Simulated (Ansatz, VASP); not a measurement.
**RbCaBr3: VASP beside Ansatz**

INCAR

```
ALGO = Normal ; EDIFF = 1E-6
ENCUT = 520 ; GGA = CA
ISIF = 2 ; ISMEAR = 0
LASPH = True ; LCHARG = False
LREAL = False ; LWAVE = False
NBANDS = 28 ; NELM = 60
PREC = Accurate ; SIGMA = 0.05
```

Contents of KPOINTS:

```
k-points
0
Gamma
  4 4 4
```

Contents of POSCAR:

```
RbCaBr3
1.0
    5.7366900000     -0.0573669000      0.0000000000
   -0.0573669000      5.7366900000      0.0000000000
    0.0000000000      0.0000000000      5.7366900000
Rb Ca Br
1 1 3
Direct
    0.5000000000      0.5000000000      0.5000000000
    0.0000000000      0.0000000000      0.0000000000
    0.5000000000      0.0000000000      0.0000000000
    0.0000000000      0.5000000000      0.0000000000
    0.0000000000      0.0000000000      0.5000000000
```

Input for Ansatz:

```yaml
crystal:
  lattice:
    - [5.73669, -0.0573669, 0.0]
    - [-0.0573669, 5.73669, 0.0]
    - [0.0, 0.0, 5.73669]
  atoms:
    - { symbol: Rb, position: [0.5, 0.5, 0.5] }
    - { symbol: Ca, position: [0.0, 0.0, 0.0] }
    - { symbol: Br, position: [0.5, 0.0, 0.0] }
    - { symbol: Br, position: [0.0, 0.5, 0.0] }
    - { symbol: Br, position: [0.0, 0.0, 0.5] }
basis:
  ecutwfc: 420
kpoints:
  mp_grid: { grid: [4, 4, 4] }
hamiltonian:
  xc: lda
scf:
  occupations: { method: gaussian, width: 0.05 }
output:
  forces: true
  stress: true
  eigenvalues: true
```

Change from the starting cell: strain -0.0200 x Voigt [0, 0, 0, 0, 0, 1], atoms carried along.

Alike in both runs: task single point; functional LDA; k mesh 4 × 4 × 4; occupations gaussian, width 0.05 eV; no spin polarisation.

|  | VASP | Ansatz |
| --- | --- | --- |
| version | VASP 6.6.1 | Ansatz 0.2.0 |
| potentials or method | VASP PAW LDA potentials, release 64 (Rb_sv, Ca_sv, Br), cutoff 520 eV | scalar-relativistic, plane waves, PAW |
| valence electrons in the cell | 40 | 40 |

VASP gave:

```
gap on the k mesh at the Fermi level (eV)                     : 3.68
least direct gap on the mesh (eV)                             : 3.95
pressure (GPa)                                                : -2.4
traceless stress, the component that is largest in VASP (GPa) : 0.12
```

Q: Estimate Ansatz's values.

A: gap on the k mesh at the Fermi level (eV): 3.67; least direct gap on the mesh (eV): 3.94; pressure (GPa): -2.4; traceless stress, the component that is largest in VASP (GPa): 0.12.

LDA's correlation is that of Perdew and Zunger in VASP and of Perdew and Wang (1992) in Ansatz.
